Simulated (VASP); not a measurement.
Here is a VASP 6.6.1 calculation.

The input INCAR:

```
SYSTEM = C
ALGO = Normal ; EDIFF = 1E-8
ENCUT = 520 ; ISIF = 2
ISMEAR = 0 ; LASPH = .True.
LCALCEPS = .True. ; LCHARG = .False.
LMIXTAU = .True. ; LREAL = .False.
LWAVE = .False. ; METAGGA = R2SCAN
NELM = 60 ; PREC = Accurate
SIGMA = 0.01
```

File KPOINTS:

```
k-points
0
Gamma
  10 10 10
  0 0 0
```

The input POSCAR:

```
C
1.0
    0.0000000000      1.8513291082      1.7651985347
    1.8513291082      0.0000000000      1.7651985347
    1.8513291082      1.8513291082      0.0000000000
C
2
Direct
    0.0000000000      0.0000000000      0.0000000000
    0.2500000000      0.2500000000      0.2500000000
```

Potentials or basis: VASP PAW PBE potentials, release 64 (C).

The run is started by

```console
$ cat potpaw_PBE.64/C/POTCAR > POTCAR
$ mpirun -np 1 vasp_std > vasp.out
```

Problem. Predict the electronic dielectric tensor (diagonal).

Solution. 6.13, 6.13, 5.59.

Problem. Estimate the Born charges (mean of the diagonal).

Solution. C +0.00 e.

Problem. What does it give for the band gap on the k mesh?

Solution. 3.01 eV (least direct gap 4.81 eV).

Dipole moments of the cell (e·Å, modulo the quantum): ionic 3.703, 3.703, 3.530; electronic 0.000, 0.000, 0.003

Caveat: the cell differs from its parent crystal (epitaxial xy strain +4.0%). A k mesh can miss the band edges.
